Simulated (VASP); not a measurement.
Wanted: the native input for a VASP 6.6.1 run.

```
Task                   : single point
Functional             : PBE
Potentials or basis    : VASP PAW PBE potentials, release 64 (Pt)
Cutoff                 : 520 eV
k mesh                 : 18 × 18 × 10
Occupations            : fermi-dirac, width 0.15 eV
Spin                   : no spin polarisation
Dipole correction      : no
Further INCAR settings : ALGO = Normal; EDIFF = 1e-06; NBANDS = 17
```

The structure of Pt lies in POSCAR:

```
Pt
1.0
    2.7904638270      0.0000000000      0.0000000000
   -1.3952319135      2.4166125625      0.0000000000
    0.0000000000      0.0000000000      4.7780003547
Pt
2
Direct
    0.6666666667      0.3333333333      0.7500000000
    0.3333333333      0.6666666667      0.2500000000
```

This isn't the form of Pt at room conditions, which is fcc.

The input as run:

INCAR

```
SYSTEM = Pt
ALGO = Normal ; EDIFF = 1E-6
ENCUT = 520 ; GGA = PE
ISIF = 2 ; ISMEAR = -1
LASPH = .TRUE. ; LCHARG = .FALSE.
LREAL = .FALSE. ; LWAVE = .FALSE.
NBANDS = 17 ; NELM = 80
PREC = Accurate ; SIGMA = 0.15
```

KPOINTS

```
k-points
0
G
  18 18 10
  0 0 0
```

Potentials or basis: VASP PAW PBE potentials, release 64 (Pt).

Command:

```sh
$ cat potpaw_PBE.64/Pt/POTCAR > POTCAR
$ mpirun -np 1 vasp_std > vasp.out
```

It gave:

```yaml
Pressure: -4.9 GPa
Band_gap_on_the_k_mesh: zero (bands 10 and 11 overlap by 1.23 eV)
```

Caveat: the cell stands under tension; spin-orbit coupling is left out, which moves the levels of the heavy elements.

Run time: 2 min on 1 thread of Intel Xeon 8259CL (shared host), peak memory 0.23 GiB.
